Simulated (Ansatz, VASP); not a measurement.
# C: VASP beside Ansatz

INCAR

```
SYSTEM = C
  ALGO = Normal
  EDIFF = 1E-6
  ENCUT = 1300
  GGA = CA
  GGA_COMPAT = .False.
  ISIF = 2
  ISMEAR = 0
  LASPH = .True.
  LCHARG = .False.
  LREAL = .False.
  LWAVE = .False.
  NBANDS = 11
  NELM = 120
  PREC = Accurate
  SIGMA = 0.01
```

Contents of KPOINTS:

```
k-points
0
Gamma
  12 12 12
  0 0 0
```

The input POSCAR:

```
C
1.0
    0.0000000000      1.7775635585      1.7775635585
    1.7775635585      0.0000000000      1.7775635585
    1.7775635585      1.7775635585      0.0000000000
C
2
Direct
    0.5000000000      0.5000000000      0.5000000000
    0.7500000000      0.7500000000      0.7500000000
```

Input for Ansatz:

```yaml
crystal:
  lattice:
    - [0.0, 1.7775635585, 1.7775635585]
    - [1.7775635585, 0.0, 1.7775635585]
    - [1.7775635585, 1.7775635585, 0.0]
  atoms:
    - { symbol: C, position: [0.5, 0.5, 0.5] }
    - { symbol: C, position: [0.75, 0.75, 0.75] }
basis:
  ecutwfc: 420
kpoints:
  mp_grid: { grid: [12, 12, 12] }
hamiltonian:
  xc: lda
scf:
  occupations: { method: fixed }
output:
  forces: true
  stress: true
  eigenvalues: true
```

Alike in both runs: task single point; functional LDA; k mesh 12 × 12 × 12; no spin polarisation.

```csv
,VASP,Ansatz
version,VASP 6.6.1,Ansatz 0.2.0
potentials or method,"VASP PAW LDA potentials, release 64 (C_h), cutoff 1300 eV","scalar-relativistic, plane waves, PAW"
occupations,"gaussian, width 0.01 eV",fixed
valence electrons in the cell,8,8
```

```csv
,VASP,Ansatz,Ansatz less VASP
gap on the k mesh at the Fermi level (eV),4.15,4.15,+0.002
least direct gap on the mesh (eV),5.57,5.57,-0.004
pressure (GPa),-8.1,-8.9,-0.87
```

LDA's correlation is that of Perdew and Zunger in VASP and of Perdew and Wang (1992) in Ansatz.
